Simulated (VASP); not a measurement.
# As2Se (P2) in VASP: single point with PBEsol

Aim: the single point of As2Se with PBEsol.

Program: VASP 6.6.1. These are calculated values, not measurements. Logs are shortened: lines on timing, memory, paths and dates and some standing lists are left out, and cuts for length are marked.

## Step 1: The cell of the first run

The structure is monoclinic, space group P2 (No. 3). The conventional cell has a = 5.231 Å, b = 10.315 Å, c = 5.561 Å, α = 90.00°, β = 118.06°, γ = 90.00°. Within 3.5 Å of As (site symmetry 1) lie 2 Se at 2.62 Å and 5 As at 2.78 to 3.47 Å. Within 3.5 Å of As (site symmetry 1) lie 2 Se at 2.62 Å and 6 As at 2.78 to 3.47 Å. Within 3.5 Å of As (site symmetry 1) lie 2 Se at 2.62 Å and 6 As at 2.78 to 3.47 Å. Within 3.5 Å of As (site symmetry 1) lie 2 Se at 2.62 to 2.89 Å and 5 As at 2.78 to 3.47 Å. Se (site symmetry 2) has 4 As at 2.62 Å within 3.5 Å. Within 3.5 Å of Se (site symmetry 2) lie 4 As at 2.62 to 2.89 Å. Within 3.5 Å of Se (site symmetry 2) lie 4 As at 2.62 Å. Within 3.5 Å of Se (site symmetry 2) lie 4 As at 2.62 Å.

## Step 2: Single point, PBEsol (the distance across one plane changed)

INCAR reads:

```
ALGO = Fast
EDIFF = 1E-7
ENCUT = 520
GGA = PS
ISIF = 2
ISMEAR = 0
LASPH = T
LCHARG = F
LREAL = F
LWAVE = F
NBANDS = 44
NELM = 100
PREC = Accurate
SIGMA = 0.15
```

KPOINTS reads:

```
k-points
0
Gamma
  10 10 5
```

POSCAR reads:

```
As2Se
1.0
    0.0000000000      0.0000000000     -5.2312795328
   -3.4699915846     -3.4699915846     -2.6156397664
   -7.2935365599      7.2935365599      0.0000000000
As Se
8 4
Direct
    0.7500000000      0.2500000000      0.7731141510
    0.2500000000      0.2500000000      0.2973515965
    0.5000000000      0.7500000000      0.5352328737
    0.0000000000      0.7500000000      0.0594703193
    0.5000000000      0.2500000000      0.5352328737
    0.0000000000      0.2500000000      0.0594703193
    0.2500000000      0.7500000000      0.7731141510
    0.7500000000      0.7500000000      0.2973515965
    1.0000000000      0.0000000000      0.4162922351
    0.5000000000      0.0000000000      0.8920547896
    0.5000000000      0.5000000000      0.1784109579
    0.0000000000      0.5000000000      0.6541735124
```

Potentials or basis: VASP PAW PBE potentials, release 64 (As, Se).

On the command line:

```bash
cat potpaw_PBE.64/As/POTCAR potpaw_PBE.64/Se/POTCAR > POTCAR
mpirun -np 1 vasp_std > vasp.out
```

OUTCAR:

```text
EDIFF = 1E-7
   ENCUT = 520
   GGA = PS
   ISIF = 2
   ISMEAR = 0
   LASPH = T
   LREAL = F
   NELM = 100
   PREC = Accurate

 ion  position               nearest neighbor table
   1  0.750  0.250  0.773-  10 2.62  12 2.62   7 2.78   7 2.78   5 2.78
   2  0.250  0.250  0.297-   9 2.62  11 2.62   5 2.78   6 2.78   8 2.78   8 2.78
   3  0.500  0.750  0.535-   9 2.62  12 2.62   8 2.78   5 2.78   5 2.78   7 2.78
   4  0.000  0.750  0.059-  11 2.62   8 2.78   6 2.78   6 2.78
   5  0.500  0.250  0.535-   9 2.62  12 2.62   2 2.78   3 2.78   3 2.78   1 2.78
   6  0.000  0.250  0.059-  11 2.62   2 2.78   4 2.78   4 2.78
   7  0.250  0.750  0.773-  10 2.62  12 2.62   1 2.78   1 2.78   3 2.78
   8  0.750  0.750  0.297-   9 2.62  11 2.62   3 2.78   4 2.78   2 2.78   2 2.78
   9  0.000  0.000  0.416-   3 2.62   5 2.62   8 2.62   2 2.62
  10  0.500  0.000  0.892-   1 2.62   7 2.62
  11  0.500  0.500  0.178-   2 2.62   6 2.62   8 2.62   4 2.62
  12  0.000  0.500  0.654-   1 2.62   7 2.62   5 2.62   3 2.62

  LATTYP: Found a base centered orthorhombic cell.
 ALAT       =     5.2312795328
 B/A-ratio  =     1.8761410586
 C/A-ratio  =     1.9717199695

  Lattice vectors:

 A1 = (   3.4699915846,   3.4699915846,  -2.6156397664)
 A2 = (  -3.4699915846,  -3.4699915846,  -2.6156397664)
 A3 = (  -7.2935365599,   7.2935365599,   0.0000000000)

Analysis of symmetry for initial positions (statically):
=====================================================================
 Subroutine PRICEL returns:
 Original cell was already a primitive cell.

 Routine SETGRP: Setting up the symmetry group for a
 base centered orthorhombic supercell.

 Subroutine GETGRP returns: Found  2 space group operations
 (whereof  2 operations were pure point group operations)
 out of a pool of  8 trial point group operations.

The static configuration has the point symmetry C_2 .

Analysis of symmetry for dynamics (positions and initial velocities):
=====================================================================
 Subroutine PRICEL returns:
 Original cell was already a primitive cell.

 Routine SETGRP: Setting up the symmetry group for a
 base centered orthorhombic supercell.

 Subroutine GETGRP returns: Found  2 space group operations
 (whereof  2 operations were pure point group operations)
 out of a pool of  8 trial point group operations.

The dynamic configuration has the point symmetry C_2 .

 Subroutine INISYM returns: Found  2 space group operations
 (whereof  2 operations are pure point group operations),
 and found     1 'primitive' translations

----------------------------------------------------------------------------------------

                                     Primitive cell

  volume of cell :     264.7918

  direct lattice vectors                    reciprocal lattice vectors
     0.000000000  0.000000000 -5.231279533     0.072046284  0.072046284 -0.191157822
    -3.469991585 -3.469991585 -2.615639766    -0.144092568 -0.144092568  0.000000000
    -7.293536560  7.293536560  0.000000000    -0.068553848  0.068553848  0.000000000

  length of vectors
     5.231279533  5.560868150 10.314618321     0.216616359  0.203777665  0.096949782

  position of ions in fractional coordinates (direct lattice)
     0.750000000  0.250000000  0.773114151
     0.250000000  0.250000000  0.297351597
     0.500000000  0.750000000  0.535232874
     0.000000000  0.750000000  0.059470319
     0.500000000  0.250000000  0.535232874
     0.000000000  0.250000000  0.059470319
     0.250000000  0.750000000  0.773114151
     0.750000000  0.750000000  0.297351597
     0.000000000  0.000000000  0.416292235
     0.500000000  0.000000000  0.892054790
     0.500000000  0.500000000  0.178410958
     0.000000000  0.500000000  0.654173512

  ion indices of the primitive-cell ions
   primitive index   ion index
                 1           1
                 2           2
                 3           3
                 4           4
                 5           5
                 6           6
                 7           7
                 8           8
                 9           9
                10          10
                11          11
                12          12

----------------------------------------------------------------------------------------

 KPOINTS: k-points

Automatic generation of k-mesh.
 Grid dimensions read from file:
 generate k-points for:   10   10    5

 Generating k-lattice:

  Cartesian coordinates                     Fractional coordinates (reciprocal lattice)
     0.007204628  0.007204628 -0.019115782     0.100000000  0.000000000  0.000000000
    -0.014409257 -0.014409257  0.000000000     0.000000000  0.100000000  0.000000000
    -0.013710770  0.013710770  0.000000000     0.000000000  0.000000000  0.200000000

  Length of vectors
     0.021661636  0.020377766  0.019389956

  Shift w.r.t. Gamma in fractional coordinates (k-lattice)
     0.000000000  0.000000000  0.000000000

 Subroutine IBZKPT returns following result:
 ===========================================

 Found    156 irreducible k-points:

 Following reciprocal coordinates:
            Coordinates               Weight
  0.000000  0.000000  0.000000      1.000000
  0.100000 -0.000000  0.000000      2.000000
  0.100000  0.100000  0.000000      2.000000
  0.200000 -0.000000  0.000000      2.000000
  0.200000  0.200000  0.000000      2.000000
  0.300000 -0.000000  0.000000      2.000000
[... 16 lines left out ...]
 -0.300000 -0.400000  0.000000      2.000000
 -0.200000  0.100000  0.000000      2.000000
 [... further k-points ...]
   k-points           NKPTS =    156   k-points in BZ     NKDIM =    156   number of bands    NBANDS=     44
   number of dos      NEDOS =    301   number of ions     NIONS =     12
   total plane-waves  NPLWV = 134400
   dimension x,y,z NGX =    40 NGY =   42 NGZ =   80
   dimension x,y,z NGXF=    80 NGYF=   84 NGZF=  160
   ions per type =               8   4
   NGX,Y,Z   is equivalent  to a cutoff of  12.71, 12.56, 12.89 a.u.
   NGXF,Y,Z  is equivalent  to a cutoff of  25.42, 25.11, 25.79 a.u.
 SYSTEM =  unknown system
   PREC   = accura    normal or accurate (medium, high low for compatibility)
   ISTART =      0    job   : 0-new  1-cont  2-samecut
   ICHARG =      2    charge: 1-file 2-atom 10-const
   ISPIN  =      1    spin polarized calculation?
   LNONCOLLINEAR =      F non collinear calculations
   LSORBIT =      F    spin-orbit coupling
   LASPH  =      T    aspherical Exc in radial PAW
   ENCUT  =  520.0 eV  38.22 Ry    6.18 a.u.   9.73 10.34 19.18*2*pi/ulx,y,z
   NELM   =    100;   NELMIN=  2; NELMDL= -5     # of ELM steps
   EDIFF  = 0.1E-06   stopping-criterion for ELM
   LREAL  =      F    real-space projection
   EDIFFG = 0.1E-05   stopping-criterion for IOM
   NSW    =      0    number of steps for IOM
   IBRION =     -1    ionic relax: 0-MD 1-quasi-New 2-CG
   NFREE  =      0    steps in history (QN), initial steepest desc. (CG)
   ISIF   =      2    stress and relaxation
   ISYM   =      2    0-nonsym 1-usesym 2-fastsym
   POTIM  = 0.5000    time-step for ionic-motion
   TEBEG  =    0.0;   TEEND  =   0.0 temperature during run
   PSTRESS=    0.0 pullay stress
   NELECT =      64.0000    total number of electrons
   NUPDOWN=      -1.0000    fix difference up-down
   EMIN   =  10.00;   EMAX   =-10.00  energy-range for DOS
   EFERMI =   0.00;   METHOD = LEGACY
   ISMEAR =     0;   SIGMA  =   0.15  broadening in eV -4-tet -1-fermi 0-gaus
   EFERMI_NEDOS =   21; number of points for ismear=-14 and -15
   IALGO  =     68    algorithm
   IMIX   =      4    mixing-type and parameters
     AMIX     =   0.40;   BMIX     =  1.00
     AMIX_MAG =   1.60;   BMIX_MAG =  1.00
  volume/ion in A,a.u.               =      22.07       148.91
  Fermi-wavevector in a.u.,A,eV,Ry     =   1.019765  1.927076 14.148972  1.039920
  Thomas-Fermi vector in A             =   2.153297
   LORBIT       =      0    0 simple, 1 ext, 2 COOP (PROOUT), +10 PAW based schemes
   GGA     = PS    functional components
   LHFCALC =     F    Hartree Fock is set to
   AEXX    =    0.0000 exact exchange contribution
   IVDW    =     0    specifies the selected vdW correction
   LEPSILON=     F    determine dielectric tensor
   LRPA    =     F    only Hartree local field effects (RPA)
 non-spin polarized calculation
 RMM-DIIS sequential band-by-band and
 Gauss-broadening in eV      SIGMA  =   0.15
  energy-cutoff  :      520.00
  volume of cell :      264.79
 maximum number of plane-waves:      7163
   NGX = 19   NGY = 21   NGZ = 39

 number of electron      63.9999996 magnetization

 Free energy of the ion-electron system (eV)
  ---------------------------------------------------
  ext. energy  EPLUGINS =         0.00000000
  ---------------------------------------------------
  free energy    TOTEN  =       -55.30292891 eV

  energy without entropy =      -55.25224299  energy(sigma->0) =      -55.27758595

 E-fermi :   4.6905     XC(G=0): -10.0567

 val. band max:        4.6887828944   @ k =  -0.2000   0.3000   0.2000
 cond. band min:       4.6910528632   @ k =   0.5000  -0.0000   0.0000
 fundamental gap:      0.0022699687
 Fermi energy:         4.6905084822

 k-point     1 :       0.0000    0.0000    0.0000
  band No.  band energies     occupation
      1     -10.6485      2.00000
      2      -9.8309      2.00000
      3      -9.3079      2.00000
      4      -8.2791      2.00000
      5      -6.2615      2.00000
      6      -6.0835      2.00000
[... 36 lines left out ...]
     43       8.6519      0.00000
     44       9.7848      0.00000

 k-point     2 :       0.1000   -0.0000    0.0000
  band No.  band energies     occupation
      1     -10.5903      2.00000
      2      -9.7847      2.00000
      3      -9.2691      2.00000
      4      -8.3021      2.00000
      5      -6.4900      2.00000
      6      -6.2564      2.00000
[... 1026 lines left out ...]
 k-point    24 :      -0.2000    0.1000    0.0000
  band No.  band energies     occupation
      1     -10.2913      2.00000
      2      -9.5792      2.00000
      3      -9.1246      2.00000
      4      -8.4459      2.00000
      5      -7.2210      2.00000
      6      -6.7022      2.00000
[... 36 lines left out ...]
     43       8.4675      0.00000
     44       8.8063      0.00000

 [... further k-points ...]
[... 5 lines left out ...]
  --------------------------------------------------------------------------------------
  -------------------------------------------------------------------------------------
  Total       -3.7905194     -3.7905194     -1.9385726      1.7609110      0.9706441      0.9706439
  in kB      -22.9353196    -22.9353196    -11.7297335     10.6547553      5.8730825      5.8730813
  external PRESSURE =     -19.2001243 kB  Pullay stress =       0.0000000 kB

 VOLUME and BASIS-vectors are now :
 -----------------------------------------------------------------------------
  energy-cutoff  :      520.00
  volume of cell :      264.79
      direct lattice vectors                 reciprocal lattice vectors
     0.000000000  0.000000000 -5.231279533     0.072046284  0.072046284 -0.191157822
    -3.469991585 -3.469991585 -2.615639766    -0.144092568 -0.144092568  0.000000000
    -7.293536560  7.293536560  0.000000000    -0.068553848  0.068553848  0.000000000

 POSITION                                       TOTAL-FORCE (eV/Angst)
 -----------------------------------------------------------------------------------
     -6.50623      4.77124     -4.57737         0.066301      0.290027      0.275986
     -3.03624      1.30125     -1.96173         0.349547     -0.165154      0.230692
     -6.50623      1.30125     -4.57737        -0.303196      0.318598      0.100116
     -3.03624     -2.16874     -1.96173         0.189633     -0.362172      0.216665
     -4.77124      3.03624     -3.26955        -0.318598      0.303196     -0.100116
     -1.30125     -0.43375     -0.65391         0.362172     -0.189633     -0.216665
     -8.24123      3.03624     -3.26955        -0.290027     -0.066301     -0.275986
     -4.77124     -0.43375     -5.88519         0.165154     -0.349547     -0.230692
     -3.03624      3.03624      0.00000         0.022661     -0.022661     -0.000000
     -6.50623      6.50623     -2.61564        -0.469875      0.469875     -0.000000
     -3.03624     -0.43375     -3.92346         0.166262     -0.166262      0.000000
     -6.50623      3.03624     -1.30782         0.059966     -0.059966      0.000000
 -----------------------------------------------------------------------------------
    total drift:                               -0.000074      0.000074     -0.000000

  FREE ENERGIE OF THE ION-ELECTRON SYSTEM (eV)
  ---------------------------------------------------
  free  energy   TOTEN  =       -55.3029289136 eV

  energy  without entropy=      -55.2522429908  energy(sigma->0) =      -55.27758595
```

It took 50 min on 1 thread of Oxide Virtual Turin-like, shared host; peak memory 1.3 GiB.

What came out:

- Free energy: -55.3029 eV
- Pressure: -1.9 GPa
- Largest force: 0.665 eV/Å
- Band gap on the k mesh: zero (bands 32 and 33 overlap by 0.59 eV)

Forces on the atoms (eV/Å):
```
As   0.066  0.290  0.276
As   0.350 -0.165  0.231
As  -0.303  0.319  0.100
As   0.190 -0.362  0.217
As  -0.319  0.303 -0.100
As   0.362 -0.190 -0.217
As  -0.290 -0.066 -0.276
As   0.165 -0.350 -0.231
Se   0.023 -0.023  0.000
Se  -0.470  0.470  0.000
Se   0.166 -0.166  0.000
Se   0.060 -0.060  0.000
```

Levels at points of the mesh, in eV from the Fermi level:
```csv
k point,band 30,band 31,band 32,band 33,band 34,band 35
"(0.00, 0.00, 0.00)",-1.34,-1.08,-1.06,-0.35,0.05,1.54
"(0.50, 0.00, 0.00)",-0.82,0.00,0.03,0.20,0.30,1.47
"(0.50, 0.50, 0.00)",-0.87,-0.01,0.06,0.11,0.29,1.19
"(0.00, 0.50, 0.00)",-0.82,-0.48,-0.17,-0.07,0.04,0.07
```

Caveat: the cell differs from its parent crystal (the distance across one plane changed); the PAW data sets were made with another functional, which shifts forces and pressure a little.
